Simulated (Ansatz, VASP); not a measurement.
# Two plane-wave programs on Al2Si

```
Al Si
1.0
     5.07300    0.00000    0.00000
     0.00000    5.07300    0.00000
     0.00000    0.00000    4.68671
Al Si
4 2
Direct
  0.25200 0.50000 0.00000
  0.74800 0.50000 0.00000
  0.50000 0.25200 0.50000
  0.50000 0.74800 0.50000
  0.00000 0.50000 0.50000
  0.50000 0.00000 0.00000
```

Alike in both runs: functional PBE; k mesh 4 × 4 × 4; occupations gaussian, width 0.1 eV; no spin polarisation.

Ansatz relaxed the structure, and its values are those at the end. VASP's run is a single point on that final structure, the one shown.

```csv
,VASP,Ansatz
version,VASP 6.6.1,Ansatz 0.2.0
potentials or method,"VASP PAW PBE potentials, release 64 (Al, Si), cutoff 520 eV","scalar-relativistic, plane waves, PAW"
valence electrons in the cell,20,20
```

VASP gave:

```
gap on the k mesh at the Fermi level (eV) : none
pressure (GPa)                            : 0.2
```

Question: Estimate Ansatz's values.

Answer: gap on the k mesh at the Fermi level (eV): none; pressure (GPa): 0.3.

A gap of «none» marks a metal or a gap that the smearing closes.
